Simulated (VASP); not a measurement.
# Ge (Fd-3m) in VASP: notebook

The runs below take Ge through electric field gradients, with LDA.

Program: VASP 6.6.1. These are calculated values, not measurements. Logs are shortened: lines on timing, memory, paths and dates and some standing lists are left out, and cuts for length are marked.

## (1) The cell of the first run

The structure is cubic, space group Fd-3m (No. 227). The conventional cell has a = 5.581 Å, b = 5.581 Å, c = 5.581 Å, α = 90.00°, β = 90.00°, γ = 90.00°. Within 3.2 Å of Ge (site symmetry -43m) lie 4 Ge at 2.42 Å.

## (2) Electric field gradients, LDA (volume scaled by 0.96)

The input, INCAR:

```
ALGO = Normal ; EDIFF = 1E-8
ENCUT = 520 ; GGA = CA
ISIF = 2 ; ISMEAR = -1
LASPH = True ; LCHARG = False
LEFG = True ; LREAL = False
LWAVE = False ; NBANDS = 21
NELM = 60 ; PREC = Accurate
SIGMA = 0.05
```

The input, KPOINTS:

```
k-points
0
Gamma
  10 10 10
```

The input, POSCAR:

```
Ge
1.0
    0.0000000000      2.7905386918      2.7905386918
    2.7905386918      0.0000000000      2.7905386918
    2.7905386918      2.7905386918      0.0000000000
Ge
2
Direct
    0.5000000000      0.5000000000      0.5000000000
    0.7500000000      0.7500000000      0.7500000000
```

Potentials or basis: VASP PAW LDA potentials, release 64 (Ge_d).

On the command line:

```console
cat potpaw_LDA.64/Ge_d/POTCAR > POTCAR
mpirun -np 1 vasp_std > vasp.out
```

OUTCAR:

```text
EDIFF = 1E-8
   ENCUT = 520
   GGA = CA
   ISIF = 2
   ISMEAR = -1
   LASPH = True
   LREAL = False
   NELM = 60
   PREC = Accurate

 ion  position               nearest neighbor table
   1  0.500  0.500  0.500-   2 2.42   2 2.42   2 2.42   2 2.42
   2  0.750  0.750  0.750-   1 2.42   1 2.42   1 2.42   1 2.42

  LATTYP: Found a face centered cubic cell.
 ALAT       =     5.5810773836

  Lattice vectors:

 A1 = (   0.0000000000,   2.7905386918,   2.7905386918)
 A2 = (   2.7905386918,   0.0000000000,   2.7905386918)
 A3 = (   2.7905386918,   2.7905386918,   0.0000000000)

Analysis of symmetry for initial positions (statically):
=====================================================================
 Subroutine PRICEL returns:
 Original cell was already a primitive cell.

 Routine SETGRP: Setting up the symmetry group for a
 face centered cubic supercell.

 Subroutine GETGRP returns: Found 48 space group operations
 (whereof 24 operations were pure point group operations)
 out of a pool of 48 trial point group operations.

The static configuration has the point symmetry T_d .
 The point group associated with its full space group is O_h .

Analysis of symmetry for dynamics (positions and initial velocities):
=====================================================================
 Subroutine PRICEL returns:
 Original cell was already a primitive cell.

 Routine SETGRP: Setting up the symmetry group for a
 face centered cubic supercell.

 Subroutine GETGRP returns: Found 48 space group operations
 (whereof 24 operations were pure point group operations)
 out of a pool of 48 trial point group operations.

The dynamic configuration has the point symmetry T_d .
 The point group associated with its full space group is O_h .

 Subroutine INISYM returns: Found 48 space group operations
 (whereof 24 operations are pure point group operations),
 and found     1 'primitive' translations

----------------------------------------------------------------------------------------

                                     Primitive cell

  volume of cell :      43.4604

  direct lattice vectors                    reciprocal lattice vectors
     0.000000000  2.790538692  2.790538692    -0.179176874  0.179176874  0.179176874
     2.790538692  0.000000000  2.790538692     0.179176874 -0.179176874  0.179176874
     2.790538692  2.790538692  0.000000000     0.179176874  0.179176874 -0.179176874

  length of vectors
     3.946417664  3.946417664  3.946417664     0.310343450  0.310343450  0.310343450

  position of ions in fractional coordinates (direct lattice)
     0.500000000  0.500000000  0.500000000
     0.750000000  0.750000000  0.750000000

  ion indices of the primitive-cell ions
   primitive index   ion index
                 1           1
                 2           2

----------------------------------------------------------------------------------------

 KPOINTS: k-points

Automatic generation of k-mesh.
 Grid dimensions read from file:
 generate k-points for:   10   10   10

 Generating k-lattice:

  Cartesian coordinates                     Fractional coordinates (reciprocal lattice)
    -0.017917687  0.017917687  0.017917687     0.100000000  0.000000000  0.000000000
     0.017917687 -0.017917687  0.017917687     0.000000000  0.100000000  0.000000000
     0.017917687  0.017917687 -0.017917687     0.000000000  0.000000000  0.100000000

  Length of vectors
     0.031034345  0.031034345  0.031034345

  Shift w.r.t. Gamma in fractional coordinates (k-lattice)
     0.000000000  0.000000000  0.000000000

 Subroutine IBZKPT returns following result:
 ===========================================

 Found     47 irreducible k-points:

 Following reciprocal coordinates:
            Coordinates               Weight
  0.000000  0.000000  0.000000      1.000000
  0.100000  0.000000  0.000000      8.000000
  0.200000  0.000000  0.000000      8.000000
  0.300000  0.000000  0.000000      8.000000
  0.400000  0.000000  0.000000      8.000000
  0.500000  0.000000  0.000000      4.000000
[... 16 lines left out ...]
  0.300000  0.300000  0.000000      6.000000
  0.400000  0.300000  0.000000     24.000000
 [... further k-points ...]
   k-points           NKPTS =     47   k-points in BZ     NKDIM =     47   number of bands    NBANDS=     21
   number of dos      NEDOS =    301   number of ions     NIONS =      2
   total plane-waves  NPLWV =  27000
   dimension x,y,z NGX =    30 NGY =   30 NGZ =   30
   dimension x,y,z NGXF=    60 NGYF=   60 NGZF=   60
   ions per type =               2
   NGX,Y,Z   is equivalent  to a cutoff of  12.64, 12.64, 12.64 a.u.
   NGXF,Y,Z  is equivalent  to a cutoff of  25.28, 25.28, 25.28 a.u.
 SYSTEM =  unknown system
   PREC   = accura    normal or accurate (medium, high low for compatibility)
   ISTART =      0    job   : 0-new  1-cont  2-samecut
   ICHARG =      2    charge: 1-file 2-atom 10-const
   ISPIN  =      1    spin polarized calculation?
   LNONCOLLINEAR =      F non collinear calculations
   LSORBIT =      F    spin-orbit coupling
   LASPH  =      T    aspherical Exc in radial PAW
   ENCUT  =  520.0 eV  38.22 Ry    6.18 a.u.   7.34  7.34  7.34*2*pi/ulx,y,z
   NELM   =     60;   NELMIN=  2; NELMDL= -5     # of ELM steps
   EDIFF  = 0.1E-07   stopping-criterion for ELM
   LREAL  =      F    real-space projection
   EDIFFG = 0.1E-06   stopping-criterion for IOM
   NSW    =      0    number of steps for IOM
   IBRION =     -1    ionic relax: 0-MD 1-quasi-New 2-CG
   NFREE  =      0    steps in history (QN), initial steepest desc. (CG)
   ISIF   =      2    stress and relaxation
   ISYM   =      2    0-nonsym 1-usesym 2-fastsym
   POTIM  = 0.5000    time-step for ionic-motion
   TEBEG  =    0.0;   TEEND  =   0.0 temperature during run
   PSTRESS=    0.0 pullay stress
   NELECT =      28.0000    total number of electrons
   NUPDOWN=      -1.0000    fix difference up-down
   EMIN   =  10.00;   EMAX   =-10.00  energy-range for DOS
   EFERMI =   0.00;   METHOD = LEGACY
   ISMEAR =    -1;   SIGMA  =   0.05  broadening in eV -4-tet -1-fermi 0-gaus
   EFERMI_NEDOS =   21; number of points for ismear=-14 and -15
   IALGO  =     38    algorithm
   IMIX   =      4    mixing-type and parameters
     AMIX     =   0.40;   BMIX     =  1.00
     AMIX_MAG =   1.60;   BMIX_MAG =  1.00
  volume/ion in A,a.u.               =      21.73       146.64
  Fermi-wavevector in a.u.,A,eV,Ry     =   1.413935  2.671950 27.200935  1.999212
  Thomas-Fermi vector in A             =   2.535529
   LORBIT       =      0    0 simple, 1 ext, 2 COOP (PROOUT), +10 PAW based schemes
   GGA     = CA    functional components
   LHFCALC =     F    Hartree Fock is set to
   AEXX    =    0.0000 exact exchange contribution
   IVDW    =     0    specifies the selected vdW correction
   LEPSILON=     F    determine dielectric tensor
   LRPA    =     F    only Hartree local field effects (RPA)
 non-spin polarized calculation
  energy-cutoff  :      520.00
  volume of cell :       43.46
 maximum number of plane-waves:      1211
 NGX is ok and might be reduce to    30
   NGX = 15   NGY = 15   NGZ = 15

 number of electron      28.0000021 magnetization

 Free energy of the ion-electron system (eV)
  ---------------------------------------------------
  ext. energy  EPLUGINS =         0.00000000
  ---------------------------------------------------
  free energy    TOTEN  =       -10.38298803 eV

  energy without entropy =      -10.38260251  energy(sigma->0) =      -10.38279527

 E-fermi :   5.2110     XC(G=0): -10.4829

 val. band max:        5.1320287285   @ k =   0.0000   0.0000   0.0000
 cond. band min:       5.3264649924   @ k =   0.5000   0.0000   0.0000
 fundamental gap:      0.1944362639
 Fermi energy:         5.2109695033

 k-point     1 :       0.0000    0.0000    0.0000
  band No.  band energies     occupation
      1     -19.8702      2.00000
      2     -19.8702      2.00000
      3     -19.8702      2.00000
      4     -19.8301      2.00000
      5     -19.8301      2.00000
      6     -19.5962      2.00000
[... 13 lines left out ...]
     20      14.7951      0.00000
     21      14.7951      0.00000
[... 529 lines left out ...]
 k-point    24 :       0.4000    0.3000    0.0000
  band No.  band energies     occupation
      1     -19.9073      2.00000
      2     -19.9008      2.00000
      3     -19.8532      2.00000
      4     -19.7593      2.00000
      5     -19.7380      2.00000
      6     -19.7106      2.00000
[... 13 lines left out ...]
     20      16.9148      0.00000
     21      17.1238      0.00000

 [... further k-points ...]

------------------------ aborting loop because EDIFF is reached ----------------------------------------

  FORCE on cell =-STRESS in cart. coord.  units (eV):
  Direction    XX          YY          ZZ          XY          YZ          ZX
  --------------------------------------------------------------------------------------
  -------------------------------------------------------------------------------------
  Total        0.4819248      0.4819248      0.4819248      0.0000000      0.0000000     -0.0000000
  in kB       17.7662484     17.7662484     17.7662484      0.0000000      0.0000000     -0.0000000
  external PRESSURE =      17.7662484 kB  Pullay stress =       0.0000000 kB

 VOLUME and BASIS-vectors are now :
 -----------------------------------------------------------------------------
  energy-cutoff  :      520.00
  volume of cell :       43.46
      direct lattice vectors                 reciprocal lattice vectors
     0.000000000  2.790538692  2.790538692    -0.179176874  0.179176874  0.179176874
     2.790538692  0.000000000  2.790538692     0.179176874 -0.179176874  0.179176874
     2.790538692  2.790538692  0.000000000     0.179176874  0.179176874 -0.179176874

 POSITION                                       TOTAL-FORCE (eV/Angst)
 -----------------------------------------------------------------------------------
      2.79054      2.79054      2.79054        -0.000000     -0.000000     -0.000000
      4.18581      4.18581      4.18581         0.000000      0.000000      0.000000
 -----------------------------------------------------------------------------------
    total drift:                                0.000000     -0.000000     -0.000000

  FREE ENERGIE OF THE ION-ELECTRON SYSTEM (eV)
  ---------------------------------------------------
  free  energy   TOTEN  =       -10.3829880330 eV

  energy  without entropy=      -10.3826025090  energy(sigma->0) =      -10.38279527

 Electric field gradients (V/A^2)
---------------------------------------------------------------------
 ion       V_xx      V_yy      V_zz      V_xy      V_xz      V_yz
---------------------------------------------------------------------
   1      -0.000    -0.000     0.000     0.001     0.001     0.001
   2      -0.000    -0.000     0.000     0.001     0.001     0.001
---------------------------------------------------------------------

 Electric field gradients after diagonalization (V/A^2)
 (convention: |V_zz| > |V_xx| > |V_yy|)
----------------------------------------------------------------------
 ion       V_xx      V_yy      V_zz     asymmetry (V_yy - V_xx)/ V_zz
----------------------------------------------------------------------
   1      -0.001    -0.001     0.003       0.000
   2      -0.001    -0.001     0.003       0.000
----------------------------------------------------------------------

           NMR quadrupolar parameters

 Cq : quadrupolar parameter    Cq=e*Q*V_zz/h
 eta: asymmetry parameters     (V_yy - V_xx)/ V_zz
 Q  : nuclear electric quadrupole moment in mb (millibarn)
----------------------------------------------------------------------
 ion       Cq(MHz)       eta       Q (mb)
----------------------------------------------------------------------
   1       0.000       0.000       1.000
   2       0.000       0.000       1.000
----------------------------------------------------------------------
```

It took 18 s on 1 thread of Intel Xeon 6975P-C (Granite Rapids), shared host; peak memory 0.16 GiB.

Results:

```yaml
Free_energy: -10.3830 eV
Pressure: 1.8 GPa
Band_gap_on_the_k_mesh: 0.19 eV, indirect (least direct gap 0.23 eV)
```

Caveat: without QUAD_EFG the Cq values of the log hold for a quadrupole moment of 1 mb, not for the nuclei.

## (3) Electric field gradients, LDA (volume scaled by 0.96)

The input, INCAR:

```
SYSTEM = Ge
  ALGO = Normal
  EDIFF = 1E-8
  ENCUT = 520
  ISIF = 2
  ISMEAR = -1
  LASPH = .True.
  LCHARG = .False.
  LEFG = .True.
  LREAL = .False.
  LWAVE = .False.
  NBANDS = 21
  NELM = 80
  PREC = Accurate
  SIGMA = 0.05
```

The input, KPOINTS:

```
k-points
0
Gamma
  10 10 10
  0 0 0
```

POSCAR is that of step 2.

Potentials or basis: VASP PAW LDA potentials, release 64 (Ge_d).

On the command line:

```console
cat potpaw_LDA.64/Ge_d/POTCAR > POTCAR
mpirun -np 1 vasp_std > vasp.out
```

OUTCAR:

```text
SYSTEM = Ge
   EDIFF = 1E-8
   ENCUT = 520
   ISIF = 2
   ISMEAR = -1
   LASPH = .True.
   LREAL = .False.
   NELM = 80
   PREC = Accurate

 ion  position               nearest neighbor table
   1  0.500  0.500  0.500-   2 2.42   2 2.42   2 2.42   2 2.42
   2  0.750  0.750  0.750-   1 2.42   1 2.42   1 2.42   1 2.42

  LATTYP: Found a face centered cubic cell.
 ALAT       =     5.5810773836

  Lattice vectors:

 A1 = (   0.0000000000,   2.7905386918,   2.7905386918)
 A2 = (   2.7905386918,   0.0000000000,   2.7905386918)
 A3 = (   2.7905386918,   2.7905386918,   0.0000000000)
[... 790 lines left out ...]
  free  energy   TOTEN  =       -10.3829880330 eV

  energy  without entropy=      -10.3826025090  energy(sigma->0) =      -10.38279527

 Electric field gradients (V/A^2)
---------------------------------------------------------------------
 ion       V_xx      V_yy      V_zz      V_xy      V_xz      V_yz
---------------------------------------------------------------------
   1      -0.000    -0.000     0.000     0.001     0.001     0.001
   2      -0.000    -0.000     0.000     0.001     0.001     0.001
---------------------------------------------------------------------

 Electric field gradients after diagonalization (V/A^2)
 (convention: |V_zz| > |V_xx| > |V_yy|)
----------------------------------------------------------------------
 ion       V_xx      V_yy      V_zz     asymmetry (V_yy - V_xx)/ V_zz
----------------------------------------------------------------------
   1      -0.001    -0.001     0.003       0.000
   2      -0.001    -0.001     0.003       0.000
----------------------------------------------------------------------

           NMR quadrupolar parameters

 Cq : quadrupolar parameter    Cq=e*Q*V_zz/h
 eta: asymmetry parameters     (V_yy - V_xx)/ V_zz
 Q  : nuclear electric quadrupole moment in mb (millibarn)
----------------------------------------------------------------------
 ion       Cq(MHz)       eta       Q (mb)
----------------------------------------------------------------------
   1       0.000       0.000       1.000
   2       0.000       0.000       1.000
----------------------------------------------------------------------
```

OSZICAR:

```text
N       E                     dE             d eps       ncg     rms          rms(c)
DAV:   1     0.191900636910E+03    0.19190E+03   -0.14694E+04  2230   0.364E+03
DAV:   2     0.167241708695E+02   -0.17518E+03   -0.16877E+03  1984   0.611E+02
DAV:   3    -0.972115726195E+01   -0.26445E+02   -0.26279E+02  2279   0.142E+02
DAV:   4    -0.105630115390E+02   -0.84185E+00   -0.84144E+00  2219   0.298E+01
DAV:   5    -0.105763666603E+02   -0.13355E-01   -0.13355E-01  2239   0.409E+00    0.347E+00
DAV:   6    -0.104467402072E+02    0.12963E+00   -0.40218E-02  2239   0.159E+00    0.199E+00
DAV:   7    -0.103822387594E+02    0.64501E-01   -0.80453E-02  2114   0.202E+00    0.143E-01
DAV:   8    -0.103829540881E+02   -0.71533E-03   -0.58014E-03  2259   0.793E-01    0.472E-02
DAV:   9    -0.103829917862E+02   -0.37698E-04   -0.86150E-05  2264   0.870E-02    0.134E-02
DAV:  10    -0.103829881433E+02    0.36429E-05   -0.82769E-06  2630   0.413E-02    0.442E-03
DAV:  11    -0.103829880482E+02    0.95073E-07   -0.94669E-07  2119   0.818E-03    0.171E-03
DAV:  12    -0.103829880342E+02    0.14024E-07   -0.11374E-07  2715   0.560E-03    0.379E-04
DAV:  13    -0.103829880330E+02    0.12178E-08   -0.46608E-09  1362   0.600E-04
   1 F= -.10382988E+02 E0= -.10382795E+02  d E =-.385524E-03
```

It took 19 s on 1 thread of Intel Xeon 6975P-C (Granite Rapids), shared host; peak memory 0.16 GiB.

Results:

| Item | Value |
| --- | --- |
| Free energy | -10.3830 eV |
| Pressure | 1.8 GPa |
| Band gap on the k mesh | 0.19 eV, indirect (least direct gap 0.23 eV) |

Caveat: without QUAD_EFG the Cq values of the log hold for a quadrupole moment of 1 mb, not for the nuclei. A k mesh can miss the band edges.

(Part 1 of 2 ends here.)
